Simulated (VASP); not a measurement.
Here is a VASP 6.6.1 calculation.

File INCAR:

```
SYSTEM = MgS
  PREC = Accurate
  ENCUT = 520
  EDIFF = 1E-6
  ISMEAR = -1
  SIGMA = 0.02
  LREAL = Auto
  LASPH = .TRUE.
  NELM = 80
  ALGO = Normal
  ISIF = 2
  LWAVE = .FALSE.
  LCHARG = .FALSE.
  GGA = PE
  NBANDS = 46
```

KPOINTS

```
regular mesh
0
G
  4 4 4
  0 0 0
```

File POSCAR:

```
MgS
1.0
   -2.0173112034      3.4940854990     -6.4322941800
   -2.0173112034      3.4940854990      6.4322941800
    8.0692448136      0.0000000000      0.0000000000
Mg S
8 8
Direct
    0.9180312677      0.4149254568      0.3278385314
    0.4141020843      0.9155281475      0.3263120406
    0.9236522120      0.4220879554      0.8271612208
    0.4227333461      0.9078788201      0.8310444658
    0.8303041454      0.8345311555      0.1581617750
    0.3503933476      0.3420331992      0.1710972549
    0.8404314254      0.8428561212      0.6755482866
    0.3236270008      0.3212503655      0.6694779866
    0.1486545739      0.5257836857      0.1655972499
    0.6392864262      0.0208304478      0.1643282284
    0.1324266569      0.5075397823      0.6532154479
    0.6441269628      0.0273220869      0.6672219916
    0.7298472311      0.6112219158      0.3411191280
    0.2256152472      0.0996978511      0.3410322957
    0.7233326343      0.6036920326      0.8300328769
    0.2349619508      0.1071883732      0.8475799445
```

Potentials or basis: VASP PAW PBE potentials, release 64 (Mg, S).

Command:

```console
$ cat potpaw_PBE.64/Mg/POTCAR potpaw_PBE.64/S/POTCAR > POTCAR
$ mpirun -np 1 vasp_std > vasp.out
```

Q: Estimate the largest force.

A: 0.744 eV/Å.

Q: Estimate the band gap on the k mesh.

A: 3.42 eV.

Forces in eV/Å, atoms in the order of the input:
```
Mg  -0.201 -0.090  0.164
Mg   0.382  0.055 -0.176
Mg   0.489 -0.246  0.075
Mg  -0.083 -0.225  0.171
Mg   0.387  0.008 -0.313
Mg   0.609 -0.382  0.191
Mg  -0.057 -0.133 -0.021
Mg  -0.095  0.227 -0.232
S   -0.136 -0.227 -0.075
S   -0.128  0.169 -0.018
S    0.032  0.598  0.006
S   -0.150  0.029 -0.037
S   -0.271  0.429 -0.123
S   -0.482  0.113  0.418
S    0.008 -0.100  0.105
S   -0.304 -0.222 -0.136
```

Caveat: the atoms stand as in a frame of molecular dynamics.
